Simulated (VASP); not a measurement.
Runs of VASP 6.6.1 on RbBr. The structure is that of space group Pm-3m (No. 221), or close to it. The cells are those of the table. 

```csv
task,level,cell,k mesh,cutoff (eV),smearing,ions in elastic constants,gap on the mesh (eV),pressure (GPa),relaxed volume (Å³/atom)
relaxation of cell and atoms,PBEsol,"relaxed from a = 4.126 Å, 2 atoms",12 × 12 × 12,600,fermi-dirac 0.05 eV,-,4.02,0.0,33.88
single point,PBEsol,"a = 4.070 Å, 2 atoms",6 × 6 × 6,520,gaussian 0.01 eV,-,(b),(a),-
relaxation of cell and atoms,revPBE,"relaxed from a = 4.126 Å, 2 atoms",6 × 6 × 6,600,gaussian 0.01 eV,-,3.91,0.0,40.60
single point,revPBE,"a = 4.327 Å, 2 atoms",6 × 6 × 6,520,gaussian 0.01 eV,-,3.92,0.0,-
```

Alike in all rows: potentials or basis VASP PAW PBE potentials, release 64 (Rb_sv, Br); no spin polarisation.

Q: Fill in the values left out.

A: (a) 0.1; (b) 4.04.

Caveats: the PAW data sets were made with another functional, which shifts forces and pressure a little; the volume moved by over 15 % at a fixed basis, so the end points are rough (some runs).

A k mesh can miss the band edges, and the runs leave out spin-orbit coupling on Br, Rb.
